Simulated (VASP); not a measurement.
YSn3, 4 atoms in the cell. The structure is cubic, space group Pm-3m (No. 221). The conventional cell has a = 4.503 Å, b = 4.503 Å, c = 4.503 Å, α = 90.00°, β = 90.00°, γ = 90.00°. Within 4.2 Å of Y (site symmetry m-3m) lie 12 Sn at 3.18 Å. Within 4.2 Å of Sn (site symmetry 4/mmm) lie 4 Y at 3.18 Å and 8 Sn at 3.18 Å. 

| Property | Result |
| --- | --- |
| Program | VASP 6.6.1 |
| Task | single point |
| Functional | PBEsol |
| Potentials or basis | VASP PAW PBE potentials, release 64 (Y_sv, Sn_d) |
| Cutoff | 520 eV |
| k mesh | 10 × 10 × 10 |
| Occupations | gaussian, width 0.1 eV |
| Spin | no spin polarisation |
| Dipole correction | no |
| Further INCAR settings | ALGO = Fast; EDIFF = 1e-06; NBANDS = 34 |

Potentials or basis: VASP PAW PBE potentials, release 64 (Y_sv, Sn_d).

The run is started by

```console
$ cat potpaw_PBE.64/Y_sv/POTCAR potpaw_PBE.64/Sn_d/POTCAR > POTCAR
$ mpirun -np 1 vasp_std > vasp.out
```

Hardware: 1 thread of Oxide Virtual Turin-like Processor (shared host).

Problem. Estimate the wall time of this run.

Solution. Wall time 9.1 min on 1 thread of Oxide Virtual Turin-like Processor, on a shared host, peak memory 0.29 GiB. Counts: scf iterations 29, k points 56.
